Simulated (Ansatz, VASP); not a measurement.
## Si2Br: VASP beside Ansatz

The input INCAR:

```
SYSTEM = Si2Br
PREC = Accurate
ENCUT = 520
EDIFF = 1E-6
ISMEAR = 0
SIGMA = 0.1
LREAL = .FALSE.
LASPH = .TRUE.
NELM = 60
ALGO = Normal
ISIF = 2
LWAVE = .FALSE.
LCHARG = .FALSE.
GGA = PE
NBANDS = 14
```

KPOINTS

```
regular mesh
0
G
  6 6 6
  0 0 0
```

Contents of POSCAR:

```
Si2Br
1.0
    2.5190922900      1.4543986100      3.0547547900
   -2.5190922900      1.4543986100      3.0547547900
    0.0000000000     -2.9087972200      3.0547547900
Si Br
2 1
Direct
    0.8061600700      0.8061600700      0.8061600700
    0.1938399300      0.1938399300      0.1938399300
    0.0000000000      0.0000000000      0.0000000000
```

Input for Ansatz:

```yaml
crystal:
  lattice:
    - [2.51909229, 1.45439861, 3.05475479]
    - [-2.51909229, 1.45439861, 3.05475479]
    - [0.0, -2.90879722, 3.05475479]
  atoms:
    - { symbol: Si, position: [0.80616007, 0.80616007, 0.80616007] }
    - { symbol: Si, position: [0.19383993, 0.19383993, 0.19383993] }
    - { symbol: Br, position: [0.0, 0.0, 0.0] }
basis:
  ecutwfc: 420
kpoints:
  mp_grid: { grid: [6, 6, 6] }
hamiltonian:
  xc: pbe
scf:
  occupations: { method: gaussian, width: 0.1 }
  lower_state_search: "off"
output:
  forces: true
  stress: true
  eigenvalues: true
```

Alike in both runs: task single point; functional PBE; k mesh 6 × 6 × 6; occupations gaussian, width 0.1 eV; no spin polarisation.

```csv
,VASP,Ansatz
version,VASP 6.6.1,Ansatz 0.2.0
potentials or method,"VASP PAW PBE potentials, release 64 (Si, Br), cutoff 520 eV","scalar-relativistic, plane waves, PAW"
valence electrons in the cell,15,15
```

```csv
,VASP,Ansatz,Ansatz less VASP
gap on the k mesh at the Fermi level (eV),none,none,-
rms of the force components (eV/Å),7.636,7.703,+0.0675
```

Atom by atom the forces differ by 0.067 eV/Å (rms over components). A gap of «none» marks a metal or a gap that the smearing closes. With one functional, cell and mesh, what is left measures potentials, basis and numerics.
